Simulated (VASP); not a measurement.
Crystal: B.

```
B
1.0
     1.70243    0.00000    0.00000
    -0.85122    1.47435    0.00000
     0.00000    0.00000    3.63542
B
1
Direct
  0.00000 0.00000 0.00000
```

Base run:

* Program: VASP 6.6.1
* Functional: LDA
* Potentials or basis: VASP PAW LDA potentials, release 64 (B)
* Cutoff: 520 eV
* k mesh: 15 × 15 × 6
* Occupations: methfessel-paxton, width 0.05 eV
* Spin: no spin polarisation

Its results: pressure -3.4 GPa.

Question: After a change of settings the same cell gave: pressure 6.6 GPa. Which change was it?
A. k mesh from 15 × 15 × 6 to 11 × 11 × 5
B. k mesh from 15 × 15 × 6 to 8 × 8 × 3
C. k mesh from 15 × 15 × 6 to 5 × 5 × 2

Answer: C.

Caveats: some runs use coarse meshes.
